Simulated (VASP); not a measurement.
# SrO (Fm-3m) in VASP: a series of runs

SrO is run at these levels: PBE+D3(BJ); tasks: single point.

Everything below comes from runs of VASP 6.6.1. Logs are shortened: lines on timing, memory, paths and dates and some standing lists are left out, and cuts for length are marked.

## Step 1: The cell of the first run

It takes space group Fm-3m (No. 225, cubic). Conventional cell: a = 5.149 Å, b = 5.149 Å, c = 5.149 Å, α = 90.00°, β = 90.00°, γ = 90.00°. Sr (site symmetry m-3m) has 6 O at 2.57 Å within 3.4 Å. Within 3.4 Å of O (site symmetry m-3m) lie 6 Sr at 2.57 Å.

## Step 2: Single point, PBE+D3(BJ)

The input, INCAR:

```
SYSTEM = SrO
PREC = Accurate
ENCUT = 600
EDIFF = 1E-6
ISMEAR = 0
SIGMA = 0.01
LREAL = .FALSE.
LASPH = .TRUE.
NELM = 120
ALGO = Normal
ISIF = 2
LWAVE = .FALSE.
LCHARG = .FALSE.
GGA = PE
IVDW = 12
NBANDS = 15
GGA_COMPAT = .FALSE.
```

The input, KPOINTS:

```
Automatic mesh
0
G
  7 7 7
  0 0 0
```

The input, POSCAR:

```
SrO
1.0
    0.0000000212      2.5745925605      2.5745926030
    2.5745926668     -0.0000000425      2.5745926668
    2.5745926030      2.5745925605      0.0000000212
Sr O
1 1
Direct
    0.5000000000      0.5000000000      0.5000000000
    0.0000000000      0.0000000000      0.0000000000
```

Potentials or basis: VASP PAW PBE potentials, release 64 (Sr_sv, O).

Run with:

```bash
> cat potpaw_PBE.64/Sr_sv/POTCAR potpaw_PBE.64/O/POTCAR > POTCAR
> mpirun -np 1 vasp_std > vasp.out
```

OUTCAR:

```text
SYSTEM = SrO
   PREC = Accurate
   ENCUT = 600
   EDIFF = 1E-6
   ISMEAR = 0
   LREAL = .FALSE.
   LASPH = .TRUE.
   NELM = 120
   ISIF = 2
   GGA = PE
   IVDW = 12
 IVDW          = 12

 ion  position               nearest neighbor table
   1  0.500  0.500  0.500-   2 2.57   2 2.57   2 2.57   2 2.57   2 2.57   2 2.57
   2  0.000  0.000  0.000-   1 2.57   1 2.57   1 2.57   1 2.57   1 2.57   1 2.57

  LATTYP: Found a face centered cubic cell.
 ALAT       =     5.1491853336

  Lattice vectors:

 A1 = (   0.0000000212,   2.5745925605,   2.5745926030)
 A2 = (   2.5745926668,  -0.0000000425,   2.5745926668)
 A3 = (   2.5745926030,   2.5745925605,   0.0000000212)

Analysis of symmetry for initial positions (statically):
=====================================================================
 Subroutine PRICEL returns:
 Original cell was already a primitive cell.

 Routine SETGRP: Setting up the symmetry group for a
 face centered cubic supercell.

 Subroutine GETGRP returns: Found 48 space group operations
 (whereof 48 operations were pure point group operations)
 out of a pool of 48 trial point group operations.

The static configuration has the point symmetry O_h .

Analysis of symmetry for dynamics (positions and initial velocities):
=====================================================================
 Subroutine PRICEL returns:
 Original cell was already a primitive cell.

 Routine SETGRP: Setting up the symmetry group for a
 face centered cubic supercell.

 Subroutine GETGRP returns: Found 48 space group operations
 (whereof 48 operations were pure point group operations)
 out of a pool of 48 trial point group operations.

The dynamic configuration has the point symmetry O_h .

 Subroutine INISYM returns: Found 48 space group operations
 (whereof 48 operations are pure point group operations),
 and found     1 'primitive' translations

----------------------------------------------------------------------------------------

                                     Primitive cell

  volume of cell :      34.1315

  direct lattice vectors                    reciprocal lattice vectors
     0.000000021  2.574592561  2.574592603    -0.194205483  0.194205485  0.194205486
     2.574592667 -0.000000042  2.574592667     0.194205477 -0.194205481  0.194205477
     2.574592603  2.574592561  0.000000021     0.194205486  0.194205485 -0.194205483

  length of vectors
     3.641023747  3.641023867  3.641023747     0.336373766  0.336373755  0.336373766

  position of ions in fractional coordinates (direct lattice)
     0.500000000  0.500000000  0.500000000
     0.000000000  0.000000000  0.000000000

  ion indices of the primitive-cell ions
   primitive index   ion index
                 1           1
                 2           2

----------------------------------------------------------------------------------------

 KPOINTS: Automatic mesh

Automatic generation of k-mesh.
 Grid dimensions read from file:
 generate k-points for:    7    7    7

 Generating k-lattice:

  Cartesian coordinates                     Fractional coordinates (reciprocal lattice)
    -0.027743640  0.027743641  0.027743641     0.142857143  0.000000000  0.000000000
     0.027743640 -0.027743640  0.027743640     0.000000000  0.142857143  0.000000000
     0.027743641  0.027743641 -0.027743640     0.000000000  0.000000000  0.142857143

  Length of vectors
     0.048053395  0.048053394  0.048053395

  Shift w.r.t. Gamma in fractional coordinates (k-lattice)
     0.000000000  0.000000000  0.000000000

 Subroutine IBZKPT returns following result:
 ===========================================

 Found     20 irreducible k-points:

 Following reciprocal coordinates:
            Coordinates               Weight
  0.000000  0.000000  0.000000      1.000000
  0.142857  0.000000 -0.000000      8.000000
  0.285714  0.000000 -0.000000      8.000000
  0.428571 -0.000000 -0.000000      8.000000
  0.142857  0.142857 -0.000000      6.000000
  0.285714  0.142857 -0.000000     24.000000
[... 12 lines left out ...]
 -0.428571  0.428571  0.142857     24.000000
 -0.285714  0.428571  0.142857     24.000000
   k-points           NKPTS =     20   k-points in BZ     NKDIM =     20   number of bands    NBANDS=     15
   number of dos      NEDOS =    301   number of ions     NIONS =      2
   total plane-waves  NPLWV =  27000
   dimension x,y,z NGX =    30 NGY =   30 NGZ =   30
   dimension x,y,z NGXF=    60 NGYF=   60 NGZF=   60
   ions per type =               1   1
   NGX,Y,Z   is equivalent  to a cutoff of  13.70, 13.70, 13.70 a.u.
   NGXF,Y,Z  is equivalent  to a cutoff of  27.40, 27.40, 27.40 a.u.
 SYSTEM =  SrO
   PREC   = accura    normal or accurate (medium, high low for compatibility)
   ISTART =      0    job   : 0-new  1-cont  2-samecut
   ICHARG =      2    charge: 1-file 2-atom 10-const
   ISPIN  =      1    spin polarized calculation?
   LNONCOLLINEAR =      F non collinear calculations
   LSORBIT =      F    spin-orbit coupling
   LASPH  =      T    aspherical Exc in radial PAW
   ENCUT  =  600.0 eV  44.10 Ry    6.64 a.u.   7.27  7.27  7.27*2*pi/ulx,y,z
   NELM   =    120;   NELMIN=  2; NELMDL= -5     # of ELM steps
   EDIFF  = 0.1E-05   stopping-criterion for ELM
   LREAL  =      F    real-space projection
   EDIFFG = 0.1E-04   stopping-criterion for IOM
   NSW    =      0    number of steps for IOM
   IBRION =     -1    ionic relax: 0-MD 1-quasi-New 2-CG
   NFREE  =      0    steps in history (QN), initial steepest desc. (CG)
   ISIF   =      2    stress and relaxation
   ISYM   =      2    0-nonsym 1-usesym 2-fastsym
   POTIM  = 0.5000    time-step for ionic-motion
   TEBEG  =    0.0;   TEEND  =   0.0 temperature during run
   PSTRESS=    0.0 pullay stress
   NELECT =      16.0000    total number of electrons
   NUPDOWN=      -1.0000    fix difference up-down
   EMIN   =  10.00;   EMAX   =-10.00  energy-range for DOS
   EFERMI =   0.00;   METHOD = LEGACY
   ISMEAR =     0;   SIGMA  =   0.01  broadening in eV -4-tet -1-fermi 0-gaus
   EFERMI_NEDOS =   21; number of points for ismear=-14 and -15
   IALGO  =     38    algorithm
   IMIX   =      4    mixing-type and parameters
     AMIX     =   0.40;   BMIX     =  1.00
     AMIX_MAG =   1.60;   BMIX_MAG =  1.00
  volume/ion in A,a.u.               =      17.07       115.17
  Fermi-wavevector in a.u.,A,eV,Ry     =   1.271734  2.403229 22.004805  1.617308
  Thomas-Fermi vector in A             =   2.404651
   LORBIT       =      0    0 simple, 1 ext, 2 COOP (PROOUT), +10 PAW based schemes
   GGA     = PE    functional components
   LHFCALC =     F    Hartree Fock is set to
   AEXX    =    0.0000 exact exchange contribution
   IVDW    =    12    specifies the selected vdW correction
   LEPSILON=     F    determine dielectric tensor
   LRPA    =     F    only Hartree local field effects (RPA)
 non-spin polarized calculation
 Gauss-broadening in eV      SIGMA  =   0.01
  energy-cutoff  :      600.00
  volume of cell :       34.13
 maximum number of plane-waves:      1154
 NGX is ok and might be reduce to    30
   NGX = 15   NGY = 15   NGZ = 15

 number of electron      15.9999997 magnetization

 Free energy of the ion-electron system (eV)
  ---------------------------------------------------
  ext. energy  EPLUGINS =         0.00000000
  ---------------------------------------------------
  free energy    TOTEN  =       -12.04593880 eV

  energy without entropy =      -12.04593880  energy(sigma->0) =      -12.04593880

 E-fermi :   1.7521     XC(G=0): -10.0064

 val. band max:        1.6423839584   @ k =   0.0000   0.0000   0.0000
 cond. band min:       5.0060299309   @ k =   0.4286   0.4286  -0.0000
 fundamental gap:      3.3636459726
 Fermi energy:         1.7520513496

 k-point     1 :       0.0000    0.0000    0.0000
  band No.  band energies     occupation
      1     -30.7605      2.00000
      2     -13.4425      2.00000
      3     -12.4027      2.00000
      4     -12.4027      2.00000
      5     -12.4027      2.00000
      6       1.6424      2.00000
      7       1.6424      2.00000
      8       1.6424      2.00000
      9       5.5965      0.00000
     10       7.8448      0.00000
     11       7.8448      0.00000
     12       7.8448      0.00000
     13      10.0025      0.00000
     14      10.0025      0.00000
     15      14.3349      0.00000

 k-point     2 :       0.1429    0.0000   -0.0000
  band No.  band energies     occupation
      1     -30.7354      2.00000
      2     -13.8928      2.00000
      3     -12.4183      2.00000
      4     -12.4183      2.00000
      5     -12.0145      2.00000
      6       1.0792      2.00000
      7       1.3935      2.00000
      8       1.3935      2.00000
      9       6.4774      0.00000
     10       7.6714      0.00000
     11       8.2393      0.00000
     12       8.2393      0.00000
     13      10.5227      0.00000
     14      10.5227      0.00000
     15      15.5940      0.00000

 k-point     3 :       0.2857    0.0000   -0.0000
  band No.  band energies     occupation
      1     -30.6782      2.00000
      2     -14.5234      2.00000
      3     -12.4526      2.00000
      4     -12.4526      2.00000
      5     -11.5238      2.00000
      6       0.1530      2.00000
      7       0.9033      2.00000
      8       0.9033      2.00000
      9       7.6972      0.00000
     10       8.2896      0.00000
     11       9.2671      0.00000
     12       9.2671      0.00000
     13      11.7666      0.00000
     14      11.7666      0.00000
     15      17.5771      0.00000

 k-point     4 :       0.4286   -0.0000   -0.0000
  band No.  band energies     occupation
      1     -30.6316      2.00000
      2     -14.9075      2.00000
      3     -12.4796      2.00000
      4     -12.4796      2.00000
      5     -11.2520      2.00000
      6      -0.4395      2.00000
      7       0.5605      2.00000
      8       0.5605      2.00000
      9       8.0909      0.00000
     10       9.8183      0.00000
     11      10.2959      0.00000
     12      10.2959      0.00000
     13      13.1787      0.00000
     14      13.1787      0.00000
     15      16.6303      0.00000
[... 235 lines left out ...]
 k-point    18 :      -0.4286    0.2857    0.1429
  band No.  band energies     occupation
      1     -30.6048      2.00000
      2     -14.5387      2.00000
      3     -12.8380      2.00000
      4     -12.6621      2.00000
      5     -11.6439      2.00000
      6       0.1982      2.00000
      7       0.7740      2.00000
      8       1.0632      2.00000
      9       7.4387      0.00000
     10       8.6056      0.00000
     11      10.6283      0.00000
     12      11.2134      0.00000
     13      12.9421      0.00000
     14      14.4546      0.00000
     15      15.1739      0.00000

 k-point    19 :      -0.4286    0.4286    0.1429
  band No.  band energies     occupation
      1     -30.5913      2.00000
      2     -14.1051      2.00000
      3     -13.0327      2.00000
      4     -12.8595      2.00000
      5     -12.0509      2.00000
      6       0.8119      2.00000
      7       1.0620      2.00000
      8       1.3362      2.00000
      9       6.0361      0.00000
     10       9.4130      0.00000
     11      10.2353      0.00000
     12      12.3579      0.00000
     13      12.3643      0.00000
     14      14.2822      0.00000
     15      15.1833      0.00000

 k-point    20 :      -0.2857    0.4286    0.1429
  band No.  band energies     occupation
      1     -30.5870      2.00000
      2     -14.2253      2.00000
      3     -13.1050      2.00000
      4     -12.8557      2.00000
      5     -11.8175      2.00000
      6       0.4903      2.00000
      7       1.0884      2.00000
      8       1.1741      2.00000
      9       7.2068      0.00000
     10       8.3329      0.00000
     11      10.3543      0.00000
     12      12.2331      0.00000
     13      12.8899      0.00000
     14      14.3655      0.00000
     15      16.1699      0.00000

------------------------ aborting loop because EDIFF is reached ----------------------------------------

 Edisp (eV)   -0.48936

 E8    (eV) :    -0.2386

  FORCE on cell =-STRESS in cart. coord.  units (eV):
  Direction    XX          YY          ZZ          XY          YZ          ZX
  --------------------------------------------------------------------------------------
  -------------------------------------------------------------------------------------
  Total       0.10419     0.10419     0.10419    -0.00000    -0.00000     0.00000
  in kB       4.89103     4.89103     4.89103    -0.00000    -0.00000     0.00000
  external pressure =        4.89 kB  Pullay stress =        0.00 kB

 VOLUME and BASIS-vectors are now :
 -----------------------------------------------------------------------------
  energy-cutoff  :      600.00
  volume of cell :       34.13
      direct lattice vectors                 reciprocal lattice vectors
     0.000000021  2.574592561  2.574592603    -0.194205483  0.194205485  0.194205486
     2.574592667 -0.000000042  2.574592667     0.194205477 -0.194205481  0.194205477
     2.574592603  2.574592561  0.000000021     0.194205486  0.194205485 -0.194205483

 POSITION                                       TOTAL-FORCE (eV/Angst)
 -----------------------------------------------------------------------------------
      2.57459      2.57459      2.57459        -0.000000      0.000000      0.000000
      0.00000      0.00000      0.00000         0.000000     -0.000000     -0.000000
 -----------------------------------------------------------------------------------
    total drift:                               -0.000000      0.000000      0.000000

  FREE ENERGIE OF THE ION-ELECTRON SYSTEM (eV)
  ---------------------------------------------------
  free  energy   TOTEN  =       -12.5353032431 eV

  energy  without entropy=      -12.5353032431  energy(sigma->0) =      -12.53530324
```

It took 27 s on 1 thread of Intel Xeon 8259CL, shared host; peak memory 0.18 GiB.

What came out:

```yaml
Free_energy: -12.5353 eV
Pressure: 0.5 GPa
Band_gap_on_the_k_mesh: 3.36 eV, indirect (least direct gap 3.47 eV)
Dispersion_energy_per_atom: -0.245 eV
```

Levels at points of the mesh, in eV from the valence-band top:
```
           k point  band 6  band 7  band 8  band 9  band 10  band 11
(0.00, 0.00, 0.00)    0.00    0.00    0.00    3.95     6.20     6.20
```

## Step 3: Single point, PBE+D3(BJ)

This run uses another cell than the first one, of 16.90 Å³/atom, 0.990 times its volume.

The input, INCAR:

```
SYSTEM = SrO
ALGO = Normal ; EDIFF = 1E-6
ENCUT = 600 ; GGA = PE
GGA_COMPAT = .FALSE. ; ISIF = 2
ISMEAR = 0 ; IVDW = 12
LASPH = .TRUE. ; LCHARG = .TRUE.
LELF = .TRUE. ; LREAL = .FALSE.
LVHAR = .TRUE. ; LWAVE = .FALSE.
NBANDS = 15 ; NELM = 120
PREC = Accurate ; SIGMA = 0.01
```

The input, KPOINTS:

```
k-points
0
G
  7 7 7
  0 0 0
```

The input, POSCAR:

```
SrO
1.0
    0.0000000000      2.5663000000      2.5663000000
    2.5663000000      0.0000000000      2.5663000000
    2.5663000000      2.5663000000      0.0000000000
Sr O
1 1
Direct
    0.5000000000      0.5000000000      0.5000000000
    0.0000000000      0.0000000000      0.0000000000
```

Potentials or basis: VASP PAW PBE potentials, release 64 (Sr_sv, O).

Run with:

```bash
> cat potpaw_PBE.64/Sr_sv/POTCAR potpaw_PBE.64/O/POTCAR > POTCAR
> mpirun -np 1 vasp_std > vasp.out
```

Wall time 26 s (1 thread of Intel Xeon 8259CL, shared host); peak memory 0.18 GiB.

It converged, with:

* Free energy: -12.5330 eV
* Pressure: 1.4 GPa
* Band gap on the k mesh: 3.36 eV, indirect (least direct gap 3.46 eV)
* Dispersion energy per atom: -0.247 eV

Levels at points of the mesh, in eV from the valence-band top:
| k point | band 6 | band 7 | band 8 | band 9 | band 10 | band 11 |
| --- | --- | --- | --- | --- | --- | --- |
| (0.00, 0.00, 0.00) | 0.00 | 0.00 | 0.00 | 4.02 | 6.22 | 6.22 |

A k mesh can miss the band edges. As with any semilocal functional, this PBE gap is likely too small.
